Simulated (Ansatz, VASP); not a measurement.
InSe: VASP beside Ansatz

INCAR

```
ALGO = Normal
EDIFF = 1E-6
ENCUT = 520
GGA = PE
ISIF = 2
ISMEAR = 0
LASPH = T
LCHARG = F
LREAL = F
LWAVE = F
NBANDS = 48
NELM = 80
PREC = Accurate
SIGMA = 0.012
```

The input KPOINTS:

```
k-points
0
Gamma
  8 8 2
```

The input POSCAR:

```
InSe
1.0
    4.0473293151      0.0000000000      0.0000000000
   -2.0236646576      3.5050900044      0.0000000000
    0.0000000000      0.0000000000     18.0520649100
In Se
4 4
Direct
    0.3333333333      0.6666666667      0.0773904900
    0.3333333333      0.6666666667      0.9226095100
    0.0000000000      0.0000000000      0.4226063200
    0.0000000000      0.0000000000      0.5773936800
    0.3333333333      0.6666666667      0.3529842800
    0.3333333333      0.6666666667      0.6470157200
    0.6666666667      0.3333333333      0.1469999300
    0.6666666667      0.3333333333      0.8530000700
```

File input.yaml:

```yaml
crystal:
  lattice:
    - [4.0473293151, 0.0, 0.0]
    - [-2.0236646576, 3.5050900044, 0.0]
    - [0.0, 0.0, 18.05206491]
  atoms:
    - { symbol: In, position: [0.3333333333, 0.6666666667, 0.07739049] }
    - { symbol: In, position: [0.3333333333, 0.6666666667, 0.92260951] }
    - { symbol: In, position: [0.0, 0.0, 0.42260632] }
    - { symbol: In, position: [0.0, 0.0, 0.57739368] }
    - { symbol: Se, position: [0.3333333333, 0.6666666667, 0.35298428] }
    - { symbol: Se, position: [0.3333333333, 0.6666666667, 0.64701572] }
    - { symbol: Se, position: [0.6666666667, 0.3333333333, 0.14699993] }
    - { symbol: Se, position: [0.6666666667, 0.3333333333, 0.85300007] }
hamiltonian:
  xc: pbe
  pseudopotentials: { kind: paw }
kpoints:
  mp_grid: { grid: [8, 8, 2] }
scf:
  occupations: { method: gaussian, width: 0.012 }
output:
  forces: true
  stress: true
  eigenvalues: true
  write_density: true
  write_potential: true
  elf: true
  volumetric_format: npy
```

Alike in both runs: task single point; functional PBE; k mesh 8 × 8 × 2; occupations gaussian, width 0.012 eV; no spin polarisation.

|  | VASP | Ansatz |
| --- | --- | --- |
| version | VASP 6.6.1 | Ansatz 0.2.0 |
| potentials or method | VASP PAW PBE potentials, release 64 (In_d, Se) | Ansatz PAW |
| plane-wave cutoff (eV) | 520 | 420 |
| valence electrons in the cell | 76 | 116 |

Ansatz gave:

| Quantity | Value |
| --- | --- |
| gap on the k mesh at the Fermi level (eV) | 0.73 |
| least direct gap on the mesh (eV) | 0.73 |
| pressure (GPa) | 1.4 |
| rms of the force components (eV/Å) | 0.105 |

Which values does VASP return?

gap on the k mesh at the Fermi level (eV): 0.72; least direct gap on the mesh (eV): 0.72; pressure (GPa): 1.4; rms of the force components (eV/Å): 0.113.

Atom by atom the forces differ by 0.009 eV/Å (rms over components). The functional is the same, so the differences come from potentials, cutoffs and numerics. VASP's potentials hold 76 valence electrons a cell and Ansatz's 116, so a difference there can come from the potentials and not from the codes.
